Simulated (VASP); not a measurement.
## Mo: single point with r2SCAN

The system is Mo.

```
Mo
1.0
     0.00000    2.02041    2.02041
     2.02041    0.00000    2.02041
     2.02041    2.02041    0.00000
Mo
1
Direct
  0.00000 0.00000 0.00000
```

This cell differs from its parent crystal: volume scaled by 1.04.

```yaml
Program: VASP 6.6.1
Task: single point
Functional: r2SCAN
Potentials_or_basis: VASP PAW PBE potentials, release 64 (Mo_sv)
Cutoff: 520 eV
k_mesh: 15 × 15 × 15
Occupations: fermi-dirac, width 0.1 eV
Spin: no spin polarisation
```

```yaml
Pressure: -8.1 GPa
Band_gap_on_the_k_mesh: zero (band 7 reaches 15.05 eV, above the bottom of band 8 at 10.59 eV)
```

Levels at points of the mesh, in eV from the Fermi level:
| k point | band 4 | band 5 | band 6 | band 7 | band 8 | band 9 | band 10 | band 11 |
| --- | --- | --- | --- | --- | --- | --- | --- | --- |
| (0.00, 0.00, 0.00) | -35.30 | -7.07 | -0.72 | -0.72 | -0.72 | 2.09 | 2.09 | 13.56 |

It took 36 s on 1 thread of Intel(R) Xeon(R) 6975P-C (Granite Rapids), on a shared host, peak memory 0.16 GiB.

Caveat: the PAW data sets were made with another functional, which shifts forces and pressure a little.
